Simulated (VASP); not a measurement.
Set up this calculation in VASP 6.6.1, as the native input.

```
Task                   : relaxation of cell and atoms
Functional             : revPBE
Dispersion             : D3(BJ)
Potentials or basis    : VASP PAW PBE potentials, release 64 (Sb)
Cutoff                 : 600 eV
k mesh                 : 8 × 8 × 8
Occupations            : fermi-dirac, width 0.1 eV
Spin                   : no spin polarisation
Dipole correction      : no
Further INCAR settings : ALGO = Normal; EDIFF = 1e-07; IBRION = 2; EDIFFG = -0.01; NSW = 80; ISIF = 3
```

The structure of Sb lies in POSCAR:

```
Sb
1.0
    2.1542000000      1.2437280000      3.7580000000
   -2.1542000000      1.2437280000      3.7580000000
    0.0000000000     -2.4874560000      3.7580000000
Sb
2
Direct
    0.2334900000      0.2334900000      0.2334900000
    0.7665100000      0.7665100000      0.7665100000
```

The input as run:

INCAR

```
PREC     = Accurate       # precision mode
ENCUT    = 600            # plane-wave cutoff, eV
EDIFF    = 1E-7           # SCF threshold, eV
ISMEAR   = -1             # smearing method
SIGMA    = 0.1            # smearing width, eV
LREAL    = F              # projectors in reciprocal space
LASPH    = T              # aspherical terms in the spheres
NELM     = 100            # most SCF steps
ALGO     = Normal         # electronic algorithm
ISIF     = 3              # what is computed and relaxed
LWAVE    = F              # write WAVECAR
LCHARG   = F              # write CHGCAR
GGA      = RE             # functional
IVDW     = 12             # dispersion correction
IBRION   = 2              # ionic algorithm
NSW      = 80             # ionic steps
EDIFFG   = -0.01          # ionic threshold
```

KPOINTS

```
regular mesh
0
Gamma
  8 8 8
```

Potentials or basis: VASP PAW PBE potentials, release 64 (Sb).

Launch:

```sh
$ cat potpaw_PBE.64/Sb/POTCAR > POTCAR
$ mpirun -np 1 vasp_std > vasp.out
```

It gave:

The relaxed volume is 28.82 Å³/atom and the relaxed cell is a = 4.385 Å, b = 4.385 Å, c = 4.385 Å, α = 58.55°, β = 58.55°, γ = 58.55°. The space group after relaxing (to 0.1 Å) is R-3m (No. 166) and the energy gained by relaxing is 13.3 meV/atom. The ionic steps are 10 and the pressure after relaxing is 0.0 GPa. The largest force after relaxing is 0.008 eV/Å. The band gap on the k mesh is zero (bands 5 and 6 overlap by 0.29 eV). The dispersion energy per atom is -0.936 eV.

Caveat: the PAW data sets were made with another functional, which shifts forces and pressure a little; spin-orbit coupling is left out, which moves the levels of the heavy elements.

Run time: 3.1 min on 1 thread of Intel(R) Xeon(R) Platinum 8124M CPU @ 3.00GHz (Skylake/Cascade Lake), on a shared host, peak memory 0.24 GiB.
